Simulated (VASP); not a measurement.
# PbF2 (Fm-3m) in VASP: further runs

PbF2 is run at these levels: PBE+D3(BJ); tasks: single point.

Everything below comes from runs of VASP 6.6.1. Logs are shortened: lines on timing, memory, paths and dates and some standing lists are left out, and cuts for length are marked.

## Step 1: The cell of the first run

Symmetry: Fm-3m, No. 225, cubic system. The conventional cell has a = 5.842 Å, b = 5.842 Å, c = 5.842 Å, α = 90.00°, β = 90.00°, γ = 90.00°. Within 3.3 Å of Pb (site symmetry m-3m) lie 8 F at 2.53 Å. Within 3.3 Å of F (site symmetry -43m) lie 4 Pb at 2.53 Å and 6 F at 2.92 Å.

## Step 2: Single point, PBE+D3(BJ)

INCAR

```
PREC = Accurate
ENCUT = 520
EDIFF = 1E-7
ISMEAR = 0
SIGMA = 0.01
LREAL = False
LASPH = True
NELM = 80
ALGO = Normal
ISIF = 2
LWAVE = False
LCHARG = False
GGA = PE
IVDW = 12
NBANDS = 21
```

KPOINTS

```
regular mesh
0
Gamma
  8 8 8
```

POSCAR

```
PbF2
1.0
    0.0000000000      2.9207703229      2.9207703229
    2.9207703229      0.0000000000      2.9207703229
    2.9207703229      2.9207703229      0.0000000000
Pb F
1 2
Direct
    0.0000000000      0.0000000000      0.0000000000
    0.2500000000      0.2500000000      0.2500000000
    0.7500000000      0.7500000000      0.7500000000
```

Potentials or basis: VASP PAW PBE potentials, release 64 (Pb_d, F).

Command:

```sh
$ cat potpaw_PBE.64/Pb_d/POTCAR potpaw_PBE.64/F/POTCAR > POTCAR
$ mpirun -np 1 vasp_std > vasp.out
```

OUTCAR:

```text
PREC = Accurate
   ENCUT = 520
   EDIFF = 1E-7
   ISMEAR = 0
   LREAL = False
   LASPH = True
   NELM = 80
   ISIF = 2
   GGA = PE
   IVDW = 12
 IVDW          = 12

 ion  position               nearest neighbor table
   1  0.000  0.000  0.000-   3 2.53   3 2.53   3 2.53   2 2.53   3 2.53   2 2.53   2 2.53   2 2.53

   2  0.250  0.250  0.250-   1 2.53   1 2.53   1 2.53   1 2.53
   3  0.750  0.750  0.750-   1 2.53   1 2.53   1 2.53   1 2.53

  LATTYP: Found a face centered cubic cell.
 ALAT       =     5.8415406458

  Lattice vectors:

 A1 = (   0.0000000000,   2.9207703229,   2.9207703229)
 A2 = (   2.9207703229,   0.0000000000,   2.9207703229)
 A3 = (   2.9207703229,   2.9207703229,   0.0000000000)

Analysis of symmetry for initial positions (statically):
=====================================================================
 Subroutine PRICEL returns:
 Original cell was already a primitive cell.

 Routine SETGRP: Setting up the symmetry group for a
 face centered cubic supercell.

 Subroutine GETGRP returns: Found 48 space group operations
 (whereof 48 operations were pure point group operations)
 out of a pool of 48 trial point group operations.

The static configuration has the point symmetry O_h .

Analysis of symmetry for dynamics (positions and initial velocities):
=====================================================================
 Subroutine PRICEL returns:
 Original cell was already a primitive cell.

 Routine SETGRP: Setting up the symmetry group for a
 face centered cubic supercell.

 Subroutine GETGRP returns: Found 48 space group operations
 (whereof 48 operations were pure point group operations)
 out of a pool of 48 trial point group operations.

The dynamic configuration has the point symmetry O_h .

 Subroutine INISYM returns: Found 48 space group operations
 (whereof 48 operations are pure point group operations),
 and found     1 'primitive' translations

----------------------------------------------------------------------------------------

                                     Primitive cell

  volume of cell :      49.8336

  direct lattice vectors                    reciprocal lattice vectors
     0.000000000  2.920770323  2.920770323    -0.171187716  0.171187716  0.171187716
[... 84 lines left out ...]
   LSORBIT =      F    spin-orbit coupling
   LASPH  =      T    aspherical Exc in radial PAW
   ENCUT  =  520.0 eV  38.22 Ry    6.18 a.u.   7.68  7.68  7.68*2*pi/ulx,y,z
   NELM   =     80;   NELMIN=  2; NELMDL= -5     # of ELM steps
   EDIFF  = 0.1E-06   stopping-criterion for ELM
   LREAL  =      F    real-space projection
   EDIFFG = 0.1E-05   stopping-criterion for IOM
   NSW    =      0    number of steps for IOM
   IBRION =     -1    ionic relax: 0-MD 1-quasi-New 2-CG
   NFREE  =      0    steps in history (QN), initial steepest desc. (CG)
   ISIF   =      2    stress and relaxation
   ISYM   =      2    0-nonsym 1-usesym 2-fastsym
   POTIM  = 0.5000    time-step for ionic-motion
   TEBEG  =    0.0;   TEEND  =   0.0 temperature during run
   PSTRESS=    0.0 pullay stress
   NELECT =      28.0000    total number of electrons
   NUPDOWN=      -1.0000    fix difference up-down
   EMIN   =  10.00;   EMAX   =-10.00  energy-range for DOS
   EFERMI =   0.00;   METHOD = LEGACY
   ISMEAR =     0;   SIGMA  =   0.01  broadening in eV -4-tet -1-fermi 0-gaus
   EFERMI_NEDOS =   21; number of points for ismear=-14 and -15
   IALGO  =     38    algorithm
   IMIX   =      4    mixing-type and parameters
     AMIX     =   0.40;   BMIX     =  1.00
     AMIX_MAG =   1.60;   BMIX_MAG =  1.00
  volume/ion in A,a.u.               =      16.61       112.10
  Fermi-wavevector in a.u.,A,eV,Ry     =   1.350890  2.552813 24.829337  1.824905
  Thomas-Fermi vector in A             =   2.478357
   LORBIT       =      0    0 simple, 1 ext, 2 COOP (PROOUT), +10 PAW based schemes
   GGA     = PE    functional components
   LHFCALC =     F    Hartree Fock is set to
   AEXX    =    0.0000 exact exchange contribution
   IVDW    =    12    specifies the selected vdW correction
   LEPSILON=     F    determine dielectric tensor
   LRPA    =     F    only Hartree local field effects (RPA)
 non-spin polarized calculation
 Gauss-broadening in eV      SIGMA  =   0.01
  energy-cutoff  :      520.00
  volume of cell :       49.83
 maximum number of plane-waves:      1363
   NGX = 15   NGY = 15   NGZ = 15

 number of electron      27.9999986 magnetization

 Free energy of the ion-electron system (eV)
  ---------------------------------------------------
  ext. energy  EPLUGINS =         0.00000000
  ---------------------------------------------------
  free energy    TOTEN  =       -14.26978820 eV

  energy without entropy =      -14.26978820  energy(sigma->0) =      -14.26978820

 E-fermi :   2.5188     XC(G=0):  -9.6268

 val. band max:        2.4501818661   @ k =  -0.2500   0.5000   0.2500
 cond. band min:       6.8526338493   @ k =   0.5000   0.5000   0.0000
 fundamental gap:      4.4024519832
 Fermi energy:         2.5187515890

 k-point     1 :       0.0000    0.0000    0.0000
  band No.  band energies     occupation
      1     -19.0242      2.00000
      2     -18.3231      2.00000
      3     -12.0553      2.00000
      4     -12.0553      2.00000
      5     -12.0553      2.00000
      6     -11.9776      2.00000
[... 565 lines left out ...]
     20      18.8297      0.00000
     21      19.1859      0.00000

 [... further k-points ...]

------------------------ aborting loop because EDIFF is reached ----------------------------------------

 Edisp (eV)   -0.48058

 E8    (eV) :    -0.2066

  FORCE on cell =-STRESS in cart. coord.  units (eV):
  Direction    XX          YY          ZZ          XY          YZ          ZX
  --------------------------------------------------------------------------------------
  -------------------------------------------------------------------------------------
  Total       1.49130     1.49130     1.49130    -0.00000    -0.00000     0.00000
  in kB      47.94627    47.94627    47.94627    -0.00000    -0.00000     0.00000
  external pressure =       47.95 kB  Pullay stress =        0.00 kB

 VOLUME and BASIS-vectors are now :
 -----------------------------------------------------------------------------
  energy-cutoff  :      520.00
  volume of cell :       49.83
      direct lattice vectors                 reciprocal lattice vectors
     0.000000000  2.920770323  2.920770323    -0.171187716  0.171187716  0.171187716
     2.920770323  0.000000000  2.920770323     0.171187716 -0.171187716  0.171187716
     2.920770323  2.920770323  0.000000000     0.171187716  0.171187716 -0.171187716

 POSITION                                       TOTAL-FORCE (eV/Angst)
 -----------------------------------------------------------------------------------
      0.00000      0.00000      0.00000        -0.000000     -0.000000      0.000000
      1.46039      1.46039      1.46039         0.000000      0.000000      0.000000
      4.38116      4.38116      4.38116        -0.000000     -0.000000     -0.000000
 -----------------------------------------------------------------------------------
    total drift:                                0.000000     -0.000000      0.000000

  FREE ENERGIE OF THE ION-ELECTRON SYSTEM (eV)
  ---------------------------------------------------
  free  energy   TOTEN  =       -14.7503711082 eV

  energy  without entropy=      -14.7503711082  energy(sigma->0) =      -14.75037111
```

Run time: 24 s. Hardware: 1 thread of Intel Xeon Platinum 8259CL at 2.50GHz (Skylake/Cascade Lake), shared host; peak memory 0.19 GiB.

Results:

```yaml
Free_energy: -14.7504 eV
Pressure: 4.8 GPa
Band_gap_on_the_k_mesh: 4.40 eV, indirect (least direct gap 4.56 eV)
Dispersion_energy_per_atom: -0.160 eV
```

Levels at points of the mesh, in eV from the valence-band top:
```
           k point  band 10  band 11  band 12  band 13  band 14  band 15  band 16  band 17  band 18  band 19
(0.00, 0.00, 0.00)    -2.77    -2.77    -2.27    -2.27    -2.27     6.81     6.81     6.81    10.75    15.23
(0.50, 0.00, 0.00)    -3.01    -3.01    -2.43    -2.43    -0.06     5.01     7.80     7.80    13.28    13.82
(0.50, 0.50, 0.00)    -3.94    -1.82    -1.81    -1.81    -0.15     4.40     8.05     8.05     8.85    14.37
```

Caveat: spin-orbit coupling is left out, which moves the levels of the heavy elements. A k mesh can miss the band edges.

## Step 3: Single point, PBE+D3(BJ) (volume scaled by 0.98)

INCAR

```
PREC = Accurate
ENCUT = 520
EDIFF = 1E-6
ISMEAR = 0
SIGMA = 0.01
LREAL = False
LASPH = True
NELM = 60
ALGO = Normal
ISIF = 2
LWAVE = False
LCHARG = True
GGA = PE
IVDW = 12
LELF = True
LVHAR = True
NBANDS = 21
```

KPOINTS

```
Automatic mesh
0
Gamma
  8 8 8
```

POSCAR

```
PbF2
1.0
    0.0000000000      2.9611842379      2.9611842379
    2.9611842379      0.0000000000      2.9611842379
    2.9611842379      2.9611842379      0.0000000000
Pb F
1 2
Direct
    0.0000000000      0.0000000000      0.0000000000
    0.2500000000      0.2500000000      0.2500000000
    0.7500000000      0.7500000000      0.7500000000
```

Potentials or basis: VASP PAW PBE potentials, release 64 (Pb_d, F).

Command:

```sh
$ cat potpaw_PBE.64/Pb_d/POTCAR potpaw_PBE.64/F/POTCAR > POTCAR
$ mpirun -np 1 vasp_std > vasp.out
```

OUTCAR:

```text
PREC = Accurate
   ENCUT = 520
   EDIFF = 1E-6
   ISMEAR = 0
   LREAL = False
   LASPH = True
   NELM = 60
   ISIF = 2
   GGA = PE
   IVDW = 12
 IVDW          = 12

 ion  position               nearest neighbor table
   1  0.000  0.000  0.000-   2 2.56   3 2.56   3 2.56   3 2.56   3 2.56   2 2.56   2 2.56   2 2.56

   2  0.250  0.250  0.250-   1 2.56   1 2.56   1 2.56   1 2.56
   3  0.750  0.750  0.750-   1 2.56   1 2.56   1 2.56   1 2.56

  LATTYP: Found a face centered cubic cell.
 ALAT       =     5.9223684758

  Lattice vectors:

 A1 = (   0.0000000000,   2.9611842379,   2.9611842379)
 A2 = (   2.9611842379,   0.0000000000,   2.9611842379)
 A3 = (   2.9611842379,   2.9611842379,   0.0000000000)

Analysis of symmetry for initial positions (statically):
=====================================================================
 Subroutine PRICEL returns:
 Original cell was already a primitive cell.

 Routine SETGRP: Setting up the symmetry group for a
 face centered cubic supercell.

 Subroutine GETGRP returns: Found 48 space group operations
 (whereof 48 operations were pure point group operations)
 out of a pool of 48 trial point group operations.

[... 163 lines left out ...]

 E-fermi :   2.0011     XC(G=0):  -9.4188

 val. band max:        1.9206929588   @ k =  -0.2500   0.5000   0.2500
 cond. band min:       6.3360713291   @ k =   0.5000   0.5000   0.0000
 fundamental gap:      4.4153783702
 Fermi energy:         2.0010823593

 k-point     1 :       0.0000    0.0000    0.0000
  band No.  band energies     occupation
      1     -19.1982      2.00000
      2     -18.5729      2.00000
      3     -12.5200      2.00000
      4     -12.5200      2.00000
      5     -12.5200      2.00000
      6     -12.4622      2.00000
[... 565 lines left out ...]
     20      18.0269      0.00000
     21      18.4832      0.00000

 [... further k-points ...]

------------------------ aborting loop because EDIFF is reached ----------------------------------------

 Edisp (eV)   -0.46154

 E8    (eV) :    -0.1988

  FORCE on cell =-STRESS in cart. coord.  units (eV):
  Direction    XX          YY          ZZ          XY          YZ          ZX
  --------------------------------------------------------------------------------------
  -------------------------------------------------------------------------------------
  Total       0.41687     0.41687     0.41687     0.00000     0.00000     0.00000
  in kB      12.86141    12.86141    12.86141     0.00000     0.00000     0.00000
  external pressure =       12.86 kB  Pullay stress =        0.00 kB

 VOLUME and BASIS-vectors are now :
 -----------------------------------------------------------------------------
  energy-cutoff  :      520.00
  volume of cell :       51.93
      direct lattice vectors                 reciprocal lattice vectors
     0.000000000  2.961184238  2.961184238    -0.168851365  0.168851365  0.168851365
     2.961184238  0.000000000  2.961184238     0.168851365 -0.168851365  0.168851365
     2.961184238  2.961184238  0.000000000     0.168851365  0.168851365 -0.168851365

 POSITION                                       TOTAL-FORCE (eV/Angst)
 -----------------------------------------------------------------------------------
      0.00000      0.00000      0.00000        -0.000000      0.000000     -0.000000
      1.48059      1.48059      1.48059         0.000000      0.000000      0.000000
      4.44178      4.44178      4.44178        -0.000000     -0.000000     -0.000000
 -----------------------------------------------------------------------------------
    total drift:                                0.000000     -0.000000      0.000000

  FREE ENERGIE OF THE ION-ELECTRON SYSTEM (eV)
  ---------------------------------------------------
  free  energy   TOTEN  =       -14.7932365375 eV

  energy  without entropy=      -14.7932365375  energy(sigma->0) =      -14.79323654
```

Wall time 27 s (1 thread of Intel Xeon Platinum 8259CL at 2.50GHz (Skylake/Cascade Lake), shared host); peak memory 0.2 GiB.

Results:

```yaml
Free_energy: -14.7932 eV
Pressure: 1.3 GPa
Band_gap_on_the_k_mesh: 4.42 eV, indirect (least direct gap 4.56 eV)
Dispersion_energy_per_atom: -0.154 eV
```

Caveat: spin-orbit coupling is left out, which moves the levels of the heavy elements.
